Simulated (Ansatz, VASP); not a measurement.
# Two plane-wave programs on As

File INCAR:

```
ALGO = Normal ; DIPOL = 0.5 0.5 0.500
EDIFF = 1E-7 ; ENCUT = 520
GGA = PE ; IDIPOL = 3
ISIF = 2 ; ISMEAR = 0
LASPH = True ; LCHARG = False
LDIPOL = True ; LREAL = False
LWAVE = False ; NBANDS = 12
NELM = 60 ; PREC = Accurate
SIGMA = 0.02
```

The input KPOINTS:

```
k-points
0
Gamma
  9 9 1
```

POSCAR

```
As
1.0
    3.4390000000      0.0000000000      0.0000000000
   -1.7195000000      2.9782613636      0.0000000000
    0.0000000000      0.0000000000     28.0000000000
As
2
Direct
    0.3333333333      0.6666666667      0.5053214286
    0.6666666667      0.3333333333      0.4946785714
```

Input for Ansatz:

```yaml
crystal:
  lattice:
    - [3.439, 0.0, 0.0]
    - [-1.7195, 2.9782613636, 0.0]
    - [0.0, 0.0, 28.0]
  atoms:
    - { symbol: As, position: [0.3333333333, 0.6666666667, 0.5053214286] }
    - { symbol: As, position: [0.6666666667, 0.3333333333, 0.4946785714] }
  periodic: [true, true, false]
basis:
  ecutwfc: 420
kpoints:
  mp_grid: { grid: [9, 9, 1] }
hamiltonian:
  xc: pbe
scf:
  occupations: { method: gaussian, width: 0.02 }
output:
  forces: true
  stress: true
  eigenvalues: true
```

Alike in both runs: task single point; functional PBE; k mesh 9 × 9 × 1; occupations gaussian, width 0.02 eV; no spin polarisation.

|  | VASP | Ansatz |
| --- | --- | --- |
| version | VASP 6.6.1 | Ansatz 0.2.0 |
| potentials or method | VASP PAW PBE potentials, release 64 (As), cutoff 520 eV | scalar-relativistic, plane waves, PAW |
| valence electrons in the cell | 10 | 30 |

```tsv
	VASP	Ansatz	Ansatz less VASP
gap on the k mesh at the Fermi level (eV)	none	none	-
rms of the force components (eV/Å)	2.506	2.491	-0.0157
```

Atom by atom the forces differ by 0.016 eV/Å (rms over components). A gap of «none» marks a metal or a gap that the smearing closes. VASP's potentials hold 10 valence electrons a cell and Ansatz's 30, so a difference there can come from the potentials and not from the codes.
